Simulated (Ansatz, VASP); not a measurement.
One calculation of AlN, two programs

```
Al N
1.0
     2.86460    0.00000    0.00000
    -1.43230    2.48081    0.00000
     0.00000    0.00000    5.38209
Al N
2 2
Direct
  0.33333 0.66667 0.00151
  0.66667 0.33333 0.50151
  0.33333 0.66667 0.38349
  0.66667 0.33333 0.88349
```

Change from the starting cell: strain -0.080 along x and y, +0.080 along z, atoms carried along.

Alike in both runs: task single point; functional PBEsol; k mesh 12 × 12 × 6; occupations gaussian, width 0.05 eV; no spin polarisation.

|  | VASP | Ansatz |
| --- | --- | --- |
| version | VASP 6.6.1 | Ansatz 0.2.0 |
| potentials or method | VASP PAW PBE potentials, release 64 (Al, N), cutoff 600 eV | scalar-relativistic, plane waves, PAW |
| valence electrons in the cell | 16 | 16 |

|  | VASP | Ansatz | Ansatz less VASP |
| --- | --- | --- | --- |
| gap on the k mesh at the Fermi level (eV) | 3.88 | 3.87 | -0.007 |
| least direct gap on the mesh (eV) | 3.88 | 3.87 | -0.007 |
| pressure (GPa) | 31.0 | 30.7 | -0.28 |
| traceless stress, the component that is largest in VASP (GPa) | -51.63 | -50.91 | +0.719 |
| rms of the force components (eV/Å) | 0.984 | 0.963 | -0.0213 |

VASP's potentials were made for PBE, not for PBEsol. Atom by atom the forces differ by 0.021 eV/Å (rms over components). Both programs put the cell under a high pressure, so it lies far from rest at this level. The functional is the same, so the differences come from potentials, cutoffs and numerics.
